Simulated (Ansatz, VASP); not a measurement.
## Rh in VASP and in Ansatz

File INCAR:

```
PREC = Accurate
ENCUT = 600
EDIFF = 1E-6
ISMEAR = 0
SIGMA = 0.1
LREAL = False
LASPH = True
NELM = 60
ALGO = Normal
ISIF = 3
LWAVE = False
LCHARG = False
GGA = PE
IBRION = 2
NSW = 100
EDIFFG = -0.01
```

File KPOINTS:

```
Automatic mesh
0
Gamma
  24 24 24
```

The input POSCAR:

```
Rh
1.0
    0.0000000000      1.9147658271      1.9147658271
    1.9147658271      0.0000000000      1.9147658271
    1.9147658271      1.9147658271      0.0000000000
Rh
1
Direct
    0.0000000000      0.0000000000      0.0000000000
```

Input for Ansatz:

```yaml
crystal:
  lattice:
    - [0.0, 1.9147658271, 1.9147658271]
    - [1.9147658271, 0.0, 1.9147658271]
    - [1.9147658271, 1.9147658271, 0.0]
  atoms:
    - { symbol: Rh, position: [0.0, 0.0, 0.0] }
basis:
  ecutwfc: 420
kpoints:
  mp_grid: { grid: [24, 24, 24] }
hamiltonian:
  xc: pbe
scf:
  occupations: { method: gaussian, width: 0.1 }
output:
  forces: true
  stress: true
  eigenvalues: true
relax:
  adjacent_minimum: "off"
  f_tol: 0.01
  max_steps: 80
  cell: { stress_tol: 0.05 }
```

Alike in both runs: task relaxation of cell and atoms; functional PBE; k mesh 24 × 24 × 24; occupations gaussian, width 0.1 eV; no spin polarisation.

|  | VASP | Ansatz |
| --- | --- | --- |
| version | VASP 6.6.1 | Ansatz 0.2.0 |
| potentials or method | VASP PAW PBE potentials, release 64 (Rh_pv), cutoff 600 eV | scalar-relativistic, plane waves, PAW |
| valence electrons in the cell | 15 | 17 |

```csv
,VASP,Ansatz,Ansatz less VASP
"gap on the k mesh at the Fermi level, each at its own relaxed structure (eV)",none,none,-
relaxed volume (Å³/atom),14.04,14.04,0.000
relaxed length of the cell vector where the two differ most in proportion (Å),2.708,2.708,0.0000
```

A gap of «none» marks a metal or a gap that the smearing closes. VASP's potentials hold 15 valence electrons a cell and Ansatz's 17, so a difference there can come from the potentials and not from the codes.

Noted on VASP's run: the relaxation stopped at its first step, so nothing moved.
